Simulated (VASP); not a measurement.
Runs of VASP 6.6.1 on KF. The structure is that of space group Fm-3m (No. 225), or close to it. The cells are those of the table. 

```csv
level,cell,cutoff (eV),smearing,gap on the mesh (eV),pressure (GPa)
r2SCAN,"a = 3.849, b = 3.849, c = 3.760 Å, angles 60.8, 60.8, 58.5°, 2 atoms",660,gaussian 0.01 eV,6.64,-1.3
PBE,"a = 3.769, b = 3.769, c = 3.777 Å, angles 59.9, 59.9, 60.1°, 2 atoms",600,fermi-dirac 0.02 eV,6.19,(a)
r2SCAN,"a = 3.769, b = 3.769, c = 3.777 Å, angles 59.9, 59.9, 60.1°, 2 atoms",660,gaussian 0.01 eV,6.86,-0.4
PBE,"a = 3.849, b = 3.849, c = 3.760 Å, angles 60.8, 60.8, 58.5°, 2 atoms",600,fermi-dirac 0.02 eV,5.98,(b)
```

Alike in all rows: task single point; potentials or basis VASP PAW PBE potentials, release 64 (K_sv, F); no spin polarisation; k mesh 8 × 8 × 8.

Question: Estimate the missing entries.

Answer: (a) 1.6; (b) 0.5.

Caveats: the PAW data sets were made with another functional, which shifts forces and pressure a little (some runs).

A k mesh can miss the band edges.
